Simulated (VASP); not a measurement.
# Ge (P6_3/mcm) in VASP: a series of runs, part 2 of 2

VASP 6.6.1. Earlier steps stand in the parts before.

## Step 3: Single point, PBE

This run uses another cell than the first one, of 20.20 Å³/atom.

INCAR

```
PREC = Accurate
ENCUT = 520
EDIFF = 1E-6
ISMEAR = 0
SIGMA = 0.1
LREAL = F
LASPH = T
NELM = 80
ALGO = Normal
ISIF = 2
LWAVE = F
LCHARG = F
GGA = PE
NBANDS = 81
```

KPOINTS

```
Automatic mesh
0
Gamma
  6 6 4
```

POSCAR

```
Ge
1.0
    5.7342892991     -0.0000000031      0.0000000000
   -2.8671446469      4.9660402072      0.0000000000
    0.0000000000      0.0000000000      7.0934283005
Ge
10
Direct
    0.2728789688      0.0000000000      0.2500000000
    0.0000000000      0.2728789688      0.2500000000
    0.7271210312      0.7271210312      0.2500000000
    0.7271210312      0.0000000000      0.7500000000
    0.0000000000      0.7271210312      0.7500000000
    0.2728789688      0.2728789688      0.7500000000
    0.3333333333      0.6666666667      0.0000000000
    0.6666666667      0.3333333333      0.5000000000
    0.6666666667      0.3333333333      0.0000000000
    0.3333333333      0.6666666667      0.5000000000
```

Potentials or basis: VASP PAW PBE potentials, release 64 (Ge_d).

Launch:

```sh
cat potpaw_PBE.64/Ge_d/POTCAR > POTCAR
mpirun -np 1 vasp_std > vasp.out
```

OUTCAR:

```text
PREC = Accurate
   ENCUT = 520
   EDIFF = 1E-6
   ISMEAR = 0
   LREAL = F
   LASPH = T
   NELM = 80
   ISIF = 2
   GGA = PE

 ion  position               nearest neighbor table
   1  0.273  0.000  0.250-   3 2.71   2 2.71  10 2.75   7 2.75   8 2.75   9 2.75
   2  0.000  0.273  0.250-   3 2.71   1 2.71   9 2.75   8 2.75  10 2.75   7 2.75
   3  0.727  0.727  0.250-   1 2.71   2 2.71   7 2.75  10 2.75   9 2.75   8 2.75
   4  0.727  0.000  0.750-   6 2.71   5 2.71   8 2.75   9 2.75   7 2.75  10 2.75
   5  0.000  0.727  0.750-   6 2.71   4 2.71   7 2.75  10 2.75   9 2.75   8 2.75
   6  0.273  0.273  0.750-   4 2.71   5 2.71   8 2.75   9 2.75   7 2.75  10 2.75
   7  0.333  0.667  0.000-   5 2.75   1 2.75   4 2.75   2 2.75   3 2.75   6 2.75
   8  0.667  0.333  0.500-   2 2.75   4 2.75   1 2.75   5 2.75   6 2.75   3 2.75
   9  0.667  0.333  0.000-   2 2.75   4 2.75   1 2.75   5 2.75   6 2.75   3 2.75
  10  0.333  0.667  0.500-   5 2.75   1 2.75   4 2.75   2 2.75   3 2.75   6 2.75

  LATTYP: Found a hexagonal cell.
 ALAT       =     5.7342892991
 C/A-ratio  =     1.2370196079

  Lattice vectors:

 A1 = (   5.7342892991,  -0.0000000031,   0.0000000000)
 A2 = (  -2.8671446469,   4.9660402072,   0.0000000000)
 A3 = (   0.0000000000,   0.0000000000,   7.0934283005)

Analysis of symmetry for initial positions (statically):
=====================================================================
 Subroutine PRICEL returns:
 Original cell was already a primitive cell.

 Routine SETGRP: Setting up the symmetry group for a
 hexagonal supercell.

 Subroutine GETGRP returns: Found 24 space group operations
 (whereof 12 operations were pure point group operations)
 out of a pool of 24 trial point group operations.

The static configuration has the point symmetry D_3d.
 The point group associated with its full space group is D_6h.

Analysis of symmetry for dynamics (positions and initial velocities):
=====================================================================
 Subroutine PRICEL returns:
 Original cell was already a primitive cell.

 Routine SETGRP: Setting up the symmetry group for a
 hexagonal supercell.

 Subroutine GETGRP returns: Found 24 space group operations
 (whereof 12 operations were pure point group operations)
 out of a pool of 24 trial point group operations.

The dynamic configuration has the point symmetry D_3d.
 The point group associated with its full space group is D_6h.

 Subroutine INISYM returns: Found 24 space group operations
 (whereof 12 operations are pure point group operations),
 and found     1 'primitive' translations

----------------------------------------------------------------------------------------

                                     Primitive cell

  volume of cell :     201.9975

  direct lattice vectors                    reciprocal lattice vectors
     5.734289299 -0.000000003  0.000000000     0.174389527  0.100683840  0.000000000
    -2.867144647  4.966040207  0.000000000     0.000000000  0.201367681  0.000000000
     0.000000000  0.000000000  7.093428301     0.000000000  0.000000000  0.140975556

  length of vectors
     5.734289299  5.734289299  7.093428301     0.201367681  0.201367681  0.140975556
[... 73 lines left out ...]
  0.333333  0.166667  0.500000     12.000000
  0.333333  0.333333  0.500000      2.000000
   k-points           NKPTS =     21   k-points in BZ     NKDIM =     21   number of bands    NBANDS=     81
   number of dos      NEDOS =    301   number of ions     NIONS =     10
   total plane-waves  NPLWV = 124416
   dimension x,y,z NGX =    48 NGY =   48 NGZ =   54
   dimension x,y,z NGXF=    96 NGYF=   96 NGZF=  108
   ions per type =              10
   NGX,Y,Z   is equivalent  to a cutoff of  13.92, 13.92, 12.66 a.u.
   NGXF,Y,Z  is equivalent  to a cutoff of  27.83, 27.83, 25.31 a.u.
 SYSTEM =  unknown system
   PREC   = accura    normal or accurate (medium, high low for compatibility)
   ISTART =      0    job   : 0-new  1-cont  2-samecut
   ICHARG =      2    charge: 1-file 2-atom 10-const
   ISPIN  =      1    spin polarized calculation?
   LNONCOLLINEAR =      F non collinear calculations
   LSORBIT =      F    spin-orbit coupling
   LASPH  =      T    aspherical Exc in radial PAW
   ENCUT  =  520.0 eV  38.22 Ry    6.18 a.u.  10.66 10.66 13.19*2*pi/ulx,y,z
   NELM   =     80;   NELMIN=  2; NELMDL= -5     # of ELM steps
   EDIFF  = 0.1E-05   stopping-criterion for ELM
   LREAL  =      F    real-space projection
   EDIFFG = 0.1E-04   stopping-criterion for IOM
   NSW    =      0    number of steps for IOM
   IBRION =     -1    ionic relax: 0-MD 1-quasi-New 2-CG
   NFREE  =      0    steps in history (QN), initial steepest desc. (CG)
   ISIF   =      2    stress and relaxation
   ISYM   =      2    0-nonsym 1-usesym 2-fastsym
   POTIM  = 0.5000    time-step for ionic-motion
   TEBEG  =    0.0;   TEEND  =   0.0 temperature during run
   PSTRESS=    0.0 pullay stress
   NELECT =     140.0000    total number of electrons
   NUPDOWN=      -1.0000    fix difference up-down
   EMIN   =  10.00;   EMAX   =-10.00  energy-range for DOS
   EFERMI =   0.00;   METHOD = LEGACY
   ISMEAR =     0;   SIGMA  =   0.10  broadening in eV -4-tet -1-fermi 0-gaus
   EFERMI_NEDOS =   21; number of points for ismear=-14 and -15
   IALGO  =     38    algorithm
   IMIX   =      4    mixing-type and parameters
     AMIX     =   0.40;   BMIX     =  1.00
     AMIX_MAG =   1.60;   BMIX_MAG =  1.00
  volume/ion in A,a.u.               =      20.20       136.31
  Fermi-wavevector in a.u.,A,eV,Ry     =   1.448779  2.737796 28.558096  2.098961
  Thomas-Fermi vector in A             =   2.566581
   LORBIT       =      0    0 simple, 1 ext, 2 COOP (PROOUT), +10 PAW based schemes
   GGA     = PE    functional components
   LHFCALC =     F    Hartree Fock is set to
   AEXX    =    0.0000 exact exchange contribution
   IVDW    =     0    specifies the selected vdW correction
   LEPSILON=     F    determine dielectric tensor
   LRPA    =     F    only Hartree local field effects (RPA)
 non-spin polarized calculation
 Gauss-broadening in eV      SIGMA  =   0.10
  energy-cutoff  :      520.00
  volume of cell :      202.00
 maximum number of plane-waves:      5522
 NGX is ok and might be reduce to    48
   NGX = 21   NGY = 21   NGZ = 27

 number of electron     140.0000122 magnetization

 Free energy of the ion-electron system (eV)
  ---------------------------------------------------
  ext. energy  EPLUGINS =         0.00000000
  ---------------------------------------------------
  free energy    TOTEN  =       -42.29231813 eV

  energy without entropy =      -42.26782622  energy(sigma->0) =      -42.28007217

 E-fermi :   5.8754     XC(G=0): -10.8436

 val. band max:        5.8672235867   @ k =   0.3333  -0.0000   0.0000
 cond. band min:       5.8854700600   @ k =   0.3333  -0.0000   0.2500
 fundamental gap:      0.0182464733
 Fermi energy:         5.8753557824

 k-point     1 :       0.0000    0.0000    0.0000
  band No.  band energies     occupation
      1     -18.7943      2.00000
      2     -18.7943      2.00000
      3     -18.7884      2.00000
      4     -18.7884      2.00000
      5     -18.7839      2.00000
      6     -18.7839      2.00000
[... 1753 lines left out ...]
     80       9.2585      0.00000
     81      10.8410      0.00000

------------------------ aborting loop because EDIFF is reached ----------------------------------------

  FORCE on cell =-STRESS in cart. coord.  units (eV):
  Direction    XX          YY          ZZ          XY          YZ          ZX
  --------------------------------------------------------------------------------------
  -------------------------------------------------------------------------------------
  Total       -0.2486265     -0.2486265     -0.0633480      0.0000000      0.0000000     -0.0000000
  in kB       -1.9720233     -1.9720233     -0.5024554      0.0000000      0.0000000     -0.0000000
  external PRESSURE =      -1.4821673 kB  Pullay stress =       0.0000000 kB

 VOLUME and BASIS-vectors are now :
 -----------------------------------------------------------------------------
  energy-cutoff  :      520.00
  volume of cell :      202.00
      direct lattice vectors                 reciprocal lattice vectors
     5.734289299 -0.000000003  0.000000000     0.174389527  0.100683840  0.000000000
    -2.867144647  4.966040207  0.000000000     0.000000000  0.201367681  0.000000000
     0.000000000  0.000000000  7.093428301     0.000000000  0.000000000  0.140975556

 POSITION                                       TOTAL-FORCE (eV/Angst)
 -----------------------------------------------------------------------------------
      1.56477     -0.00000      1.77336         0.000330     -0.000000      0.000000
     -0.78238      1.35513      1.77336        -0.000165      0.000286     -0.000000
      2.08476      3.61091      1.77336        -0.000165     -0.000286     -0.000000
      4.16952     -0.00000      5.32007        -0.000330      0.000000      0.000000
     -2.08476      3.61091      5.32007         0.000165     -0.000286      0.000000
      0.78238      1.35513      5.32007         0.000165      0.000286      0.000000
      0.00000      3.31069      0.00000         0.000000      0.000000     -0.000000
      2.86714      1.65535      3.54671        -0.000000      0.000000     -0.000000
      2.86714      1.65535      0.00000        -0.000000      0.000000     -0.000000
      0.00000      3.31069      3.54671         0.000000     -0.000000     -0.000000
 -----------------------------------------------------------------------------------
    total drift:                               -0.000000      0.000000     -0.000000

  FREE ENERGIE OF THE ION-ELECTRON SYSTEM (eV)
  ---------------------------------------------------
  free  energy   TOTEN  =       -42.2923181268 eV

  energy  without entropy=      -42.2678262228  energy(sigma->0) =      -42.28007217
```

Wall time 6.2 min (1 thread of Intel Xeon Platinum 8488C (Sapphire Rapids), shared host); peak memory 0.46 GiB.

Results:

```yaml
Free_energy: -42.2923 eV
Pressure: -0.1 GPa
Band_gap_on_the_k_mesh: zero (bands 70 and 71 overlap by 2.39 eV)
```

Stress tensor (GPa, compression positive):
```
-0.20  0.00  0.00
 0.00 -0.20  0.00
 0.00  0.00 -0.05
```

Levels at points of the mesh, in eV from the Fermi level:
```tsv
k point	band 68	band 69	band 70	band 71	band 72	band 73
(0.00, 0.00, 0.00)	-2.19	-1.60	-1.60	-1.27	-0.25	0.86
(0.50, 0.00, 0.00)	0.06	0.22	0.31	0.44	0.81	1.29
(0.00, 0.00, 0.50)	-0.79	0.31	0.31	0.31	0.31	1.67
(0.50, 0.00, 0.50)	-1.39	-0.91	-0.91	-0.09	-0.09	1.21
```

The gap in the log of VASP goes by the Fermi energy; the results here count the filled bands.